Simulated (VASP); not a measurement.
# Sn4Bi2O: single point with PBE

Sn4Bi2O:

```
Sn Bi O
1.0
     5.76093    0.00000    0.00000
    -2.88047    4.98911    0.00000
     0.00000    0.00000    7.44545
Sn Bi O
4 2 1
Direct
  0.33333 0.66667 0.81156
  0.33333 0.66667 0.18844
  0.66667 0.33333 0.18844
  0.66667 0.33333 0.81156
  0.33333 0.66667 0.50000
  0.66667 0.33333 0.50000
  0.00000 0.00000 0.50000
```

The cell was built from a structure type or drawn by symmetry, and may not be a known phase.

| Item | Value |
| --- | --- |
| Program | VASP 6.6.1 |
| Task | single point |
| Functional | PBE |
| Potentials or basis | VASP PAW PBE potentials, release 64 (Sn_d, Bi_d, O) |
| Cutoff | 520 eV |
| k mesh | 3 × 3 × 4 |
| Occupations | gaussian, width 0.1 eV |
| Spin | no spin polarisation |
| Dipole correction | no |
| Further INCAR settings | ALGO = Normal; EDIFF = 1e-06; NBANDS = 55 |

| Item | Value |
| --- | --- |
| Pressure | 20.5 GPa |
| Largest force | 8.177 eV/Å |
| Band gap on the k mesh | zero (bands 46 and 47 overlap by 0.71 eV) |

Forces on the atoms (eV/Å):
```
Sn   0.000  0.000  8.177
Sn   0.000  0.000 -8.177
Sn   0.000  0.000 -8.177
Sn   0.000  0.000  8.177
Bi   0.000  0.000  0.000
Bi   0.000  0.000  0.000
O    0.000  0.000  0.000
```

Stress tensor (GPa, compression positive):
```
-2.22  0.00  0.00
 0.00 -2.22  0.00
 0.00  0.00 66.03
```

Levels at points of the mesh, in eV from the Fermi level:
```csv
k point,band 44,band 45,band 46,band 47,band 48,band 49
"(0.00, 0.00, 0.00)",-0.46,-0.25,-0.25,0.10,0.63,0.63
"(0.00, 0.00, 0.50)",-1.76,-1.40,-0.43,0.97,0.97,1.19
```

Run time: 5.2 min on 1 thread of Intel Xeon 8259CL (shared host), peak memory 0.39 GiB.

Caveat: the k points lie up to 0.42 Å⁻¹ apart, too coarse for converged energies and pressures of a metal; spin-orbit coupling is left out, which moves the levels of the heavy elements; forces of over 1 eV/Å act on the atoms, so gaps and moduli don't describe the material at rest.
